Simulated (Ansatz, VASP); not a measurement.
Two plane-wave programs on AlRu

INCAR

```
SYSTEM = AlRu
  ALGO = Fast
  EDIFF = 1E-6
  ENCUT = 520
  GGA = PE
  ISIF = 2
  ISMEAR = 0
  LASPH = .True.
  LCHARG = .False.
  LREAL = .False.
  LWAVE = .False.
  NBANDS = 16
  NELM = 80
  PREC = Accurate
  SIGMA = 0.15
```

KPOINTS

```
k-points
0
Gamma
  20 20 20
  0 0 0
```

Contents of POSCAR:

```
AlRu
1.0
    3.0040847246      0.0000000000      0.0000000000
    0.0000000000      3.0040847246      0.0000000000
    0.0000000000      0.0000000000      3.0040847246
Al Ru
1 1
Direct
    0.0000000000      0.0000000000      0.0000000000
    0.5000000000      0.5000000000      0.4833559954
```

Input for Ansatz:

```yaml
crystal:
  lattice:
    - [3.0040847246, 0.0, 0.0]
    - [0.0, 3.0040847246, 0.0]
    - [0.0, 0.0, 3.0040847246]
  atoms:
    - { symbol: Al, position: [0.0, 0.0, 0.0] }
    - { symbol: Ru, position: [0.5, 0.5, 0.4833559954] }
basis:
  ecutwfc: 420
kpoints:
  mp_grid: { grid: [20, 20, 20] }
hamiltonian:
  xc: pbe
scf:
  occupations: { method: gaussian, width: 0.15 }
output:
  forces: true
  stress: true
  eigenvalues: true
```

Change from the starting cell: all Ru atoms moved -0.050 Å, as atom 2 along Cartesian [0 0 1].

Alike in both runs: task single point; functional PBE; k mesh 20 × 20 × 20; occupations gaussian, width 0.15 eV; no spin polarisation.

```csv
,VASP,Ansatz
version,VASP 6.6.1,Ansatz 0.2.0
potentials or method,"VASP PAW PBE potentials, release 64 (Al, Ru_pv), cutoff 520 eV","scalar-relativistic, plane waves, PAW"
valence electrons in the cell,17,19
```

```tsv
	VASP	Ansatz	Ansatz less VASP
gap on the k mesh at the Fermi level (eV)	none	none	-
pressure (GPa)	0.1	0.2	+0.06
traceless stress, the component that is largest in VASP (GPa)	-0.13	-0.12	+0.002
rms of the force components (eV/Å)	0.215	0.214	-0.0014
```

Atom by atom the forces differ by 0.001 eV/Å (rms over components). A gap of «none» marks a metal or a gap that the smearing closes. With one functional, cell and mesh, what is left measures potentials, basis and numerics. VASP's potentials hold 17 valence electrons a cell and Ansatz's 19, so a difference there can come from the potentials and not from the codes.
